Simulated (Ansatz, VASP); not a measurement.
**One calculation of KCl, two programs**

The input INCAR:

```
PREC = Accurate
ENCUT = 520
EDIFF = 1E-7
ISMEAR = 0
SIGMA = 0.05
LREAL = F
LASPH = T
NELM = 100
ALGO = Normal
ISIF = 2
LWAVE = F
LCHARG = F
NBANDS = 15
```

The input KPOINTS:

```
regular mesh
0
Gamma
  6 6 6
```

The input POSCAR:

```
KCl
1.0
    0.0000000000      3.2034415000      3.1561000000
    3.2034415000      0.0000000000      3.1561000000
    3.2034415000      3.2034415000      0.0000000000
K Cl
1 1
Direct
    0.0000000000      0.0000000000      0.0000000000
    0.5000000000      0.5000000000      0.5000000000
```

Input for Ansatz:

```yaml
crystal:
  lattice:
    - [0.0, 3.2034415, 3.1561]
    - [3.2034415, 0.0, 3.1561]
    - [3.2034415, 3.2034415, 0.0]
  atoms:
    - { symbol: K, position: [0.0, 0.0, 0.0] }
    - { symbol: Cl, position: [0.5, 0.5, 0.5] }
basis:
  ecutwfc: 420
kpoints:
  mp_grid: { grid: [6, 6, 6] }
hamiltonian:
  xc: lda
scf:
  occupations: { method: gaussian, width: 0.05 }
output:
  forces: true
  stress: true
  eigenvalues: true
  write_density: true
  write_potential: true
  elf: true
  volumetric_format: npy
```

Change from the starting cell: strain +0.0150 x Voigt [1, 1, 0, 0, 0, 0], atoms carried along.

Alike in both runs: task single point; functional LDA; k mesh 6 × 6 × 6; occupations gaussian, width 0.05 eV; no spin polarisation.

|  | VASP | Ansatz |
| --- | --- | --- |
| version | VASP 6.6.1 | Ansatz 0.2.0 |
| potentials or method | VASP PAW LDA potentials, release 64 (K_sv, Cl), cutoff 520 eV | scalar-relativistic, plane waves, PAW |
| valence electrons in the cell | 16 | 16 |

VASP gave:

* gap on the k mesh at the Fermi level (eV): 4.62
* least direct gap on the mesh (eV): 4.62
* pressure (GPa): -2.4
* traceless stress, the component that is largest in VASP (GPa): 0.23

Q: Estimate Ansatz's values.

A: gap on the k mesh at the Fermi level (eV): 4.61; least direct gap on the mesh (eV): 4.61; pressure (GPa): -2.4; traceless stress, the component that is largest in VASP (GPa): 0.22.

LDA's correlation is that of Perdew and Zunger in VASP and of Perdew and Wang (1992) in Ansatz.
